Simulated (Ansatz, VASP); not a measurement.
# Ge in VASP and in Ansatz

The input INCAR:

```
ALGO = Normal ; EDIFF = 1E-6
ENCUT = 520 ; GGA = PS
GGA_COMPAT = F ; ISIF = 2
ISMEAR = -1 ; LASPH = T
LCHARG = F ; LNONCOLLINEAR = T
LORBIT = 11 ; LORBMOM = T
LREAL = F ; LSORBIT = T
LWAVE = F ; MAGMOM = 0 0 0 0 0 0
NBANDS = 40 ; NELM = 150
PREC = Accurate ; SIGMA = 0.05
```

The input KPOINTS:

```
k-points
0
Gamma
  8 8 8
```

The input POSCAR:

```
Ge
1.0
   -2.4958980000      2.6508630000      1.4369470000
    2.4958980000     -2.6508630000      1.4369470000
    2.4958980000      2.6508630000     -1.4369470000
Ge
2
Direct
    0.3140570000      0.0640570000      0.2500000000
    0.6859430000      0.9359430000      0.7500000000
```

File input.yaml:

```yaml
crystal:
  lattice:
    - [-2.495898, 2.650863, 1.436947]
    - [2.495898, -2.650863, 1.436947]
    - [2.495898, 2.650863, -1.436947]
  atoms:
    - { symbol: Ge, position: [0.314057, 0.064057, 0.25] }
    - { symbol: Ge, position: [0.685943, 0.935943, 0.75] }
kpoints:
  mp_grid: { grid: [8, 8, 8] }
  band_path:
    path:
      - [0.0, 0.0, 0.0]
      - [0.3234593264, 0.3234593264, -0.3234593264]
      - [0.2950845098, 0.3518341431, -0.2950845098]
      - [0.0, 0.5, 0.0]
      - [0.25, 0.25, 0.25]
      - [0.5, 0.0, 0.0]
      - [0.6765406736, -0.3234593264, 0.3234593264]
      - [0.5, -0.5, 0.5]
    npoints: 10
scf:
  occupations: { method: fermi_dirac, width: 0.05 }
hamiltonian:
  xc: pbesol
  pseudopotentials: { kind: all_electron, lapw: { basis_error: 0.001 } }
magnetization:
  noncollinear: true
  spin_orbit: true
output:
  forces: true
  stress: true
  eigenvalues: true
```

Alike in both runs: functional PBEsol; k mesh 8 × 8 × 8; occupations fermi-dirac, width 0.05 eV; non-collinear spin, spin-orbit coupling.

```csv
,VASP,Ansatz
version,VASP 6.6.1,Ansatz 0.2.0
potentials or method,"VASP PAW PBE potentials, release 64 (Ge_d), cutoff 520 eV","all-electron LAPW, relativistic spinors"
task,single point,band structure
```

Ansatz gave:

* pressure (GPa): -2.6
* traceless stress, the component that is largest in VASP (GPa): 0.98
* rms of the force components (eV/Å): 0.012

Q: Estimate VASP's values.

A: Pressure (GPa): -2.7; traceless stress, the component that is largest in VASP (GPa): 0.99; rms of the force components (eV/Å): 0.012.

VASP's potentials were made for PBE, not for PBEsol. Atom by atom the forces differ by 0.000 eV/Å (rms over components). Ansatz ran all-electron here, and VASP with PAW potentials.

Noted on Ansatz's run: the k mesh is thin for a metal, which can move the energy by tens of meV per atom.
